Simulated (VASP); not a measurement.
Input of a VASP 6.6.1 run:

The input INCAR:

```
SYSTEM = Sb
ALGO     = Normal         ! electronic algorithm
EDIFF    = 1E-6           ! SCF threshold, eV
ENCUT    = 520            ! plane-wave cutoff, eV
GGA      = PE             ! functional
ISIF     = 2              ! what is computed and relaxed
ISMEAR   = -1             ! smearing method
ISPIN    = 2              ! spin polarisation
LASPH    = .True.         ! aspherical terms in the spheres
LCHARG   = .True.         ! write CHGCAR
LELF     = .True.         ! ELF
LORBIT   = 11             ! projections on sites
LREAL    = .False.        ! projectors in reciprocal space
LVHAR    = .True.       
LWAVE    = .False.        ! write WAVECAR
MAGMOM   = 0.2 0.2        ! initial moments
NBANDS   = 16             ! bands
NELM     = 150            ! most SCF steps
PREC     = Accurate       ! precision mode
SIGMA    = 0.05           ! smearing width, eV
```

The input KPOINTS:

```
k-points
0
Gamma
  8 8 8
  0 0 0
```

Contents of POSCAR:

```
Sb
1.0
    0.0000000000      3.2710663102      3.2710663102
    3.2710663102      0.0000000000      3.2710663102
    3.2710663102      3.2710663102      0.0000000000
Sb
2
Direct
   -0.0875000000     -0.1375000000     -0.1375000000
    0.0875000000      0.1375000000      0.1375000000
```

Potentials or basis: VASP PAW PBE potentials, release 64 (Sb).

Run with:

```sh
$ cat potpaw_PBE.64/Sb/POTCAR > POTCAR
$ mpirun -np 1 vasp_std > vasp.out
```

Question: What does it give for the largest force?

Answer: 0.978 eV/Å.

Question: Predict the pressure.

Answer: 10.1 GPa.

Question: What does it give for the band gap on the k mesh?

Answer: Zero (filled and empty bands overlap).

Question: Estimate the net moment.

Answer: 0.00 μB per cell.

Forces on the atoms (eV/Å):
```
Sb   0.565 -0.565 -0.565
Sb  -0.565  0.565  0.565
```

Caveat: spin-orbit coupling is left out, which moves the levels of the heavy elements.
